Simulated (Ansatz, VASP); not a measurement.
One calculation of Al, two programs

```xyz
3
Lattice="4.4559 0.0000 0.0000 -2.2280 3.8589 0.0000 0.0000 0.0000 2.7635" Properties=species:S:1:pos:R:3 pbc="T T T"
Al    2.2280    3.8589    0.0000
Al    0.0000    2.5726    1.3817
Al    2.2280    1.2863    1.3817
```

Alike in both runs: task single point; functional r2SCAN; k mesh 9 × 9 × 13; occupations fermi-dirac, width 0.1 eV; no spin polarisation.

|  | VASP | Ansatz |
| --- | --- | --- |
| version | VASP 6.6.1 | Ansatz 0.2.0 |
| potentials or method | VASP PAW PBE potentials, release 64 (Al), cutoff 520 eV | plane waves (500 eV) with PAW, scalar-relativistic |
| valence electrons in the cell | 9 | 9 |

VASP gave:

```
pressure (GPa)                                                : 3.2
traceless stress, the component that is largest in VASP (GPa) : -2.34
```

**Question.** What did Ansatz give for the same quantities?

**Answer.** Pressure (GPa): 3.5; traceless stress, the component that is largest in VASP (GPa): -2.35.

VASP's potentials were made for PBE, not for r2SCAN.
